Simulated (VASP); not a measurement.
Wanted: the native input for a VASP 6.6.1 run.

```yaml
Task: single point
Functional: PBE
Potentials_or_basis: VASP PAW PBE potentials, release 64 (V_sv)
Cutoff: 520 eV
k_mesh: 20 × 20 × 20
Occupations: gaussian, width 0.1 eV
Spin: no spin polarisation
Dipole_correction: no
Further_INCAR_settings: ALGO = Fast; EDIFF = 1e-06; NBANDS = 12
```

The structure of V lies in POSCAR:

```
V
1.0
   -1.5280026379      1.5280026379      1.5280026379
    1.5280026379     -1.5280026379      1.5280026379
    1.5280026379      1.5280026379     -1.5280026379
V
1
Direct
    0.0000000000      0.0000000000      0.0000000000
```

This cell differs from its parent crystal: volume scaled by 1.06.

The input as run:

INCAR

```
  ALGO = Fast
  EDIFF = 1E-6
  ENCUT = 520
  GGA = PE
  ISIF = 2
  ISMEAR = 0
  LASPH = T
  LCHARG = F
  LREAL = F
  LWAVE = F
  NBANDS = 12
  NELM = 60
  PREC = Accurate
  SIGMA = 0.1
```

KPOINTS

```
k-points
0
Gamma
  20 20 20
```

Potentials or basis: VASP PAW PBE potentials, release 64 (V_sv).

Launch:

```console
$ cat potpaw_PBE.64/V_sv/POTCAR > POTCAR
$ mpirun -np 1 vasp_std > vasp.out
```

It gave:

| Quantity | Value |
| --- | --- |
| Pressure | -9.4 GPa |

Run time: 30 s on 1 thread of Intel Xeon 6975P-C (shared host), peak memory 0.16 GiB.
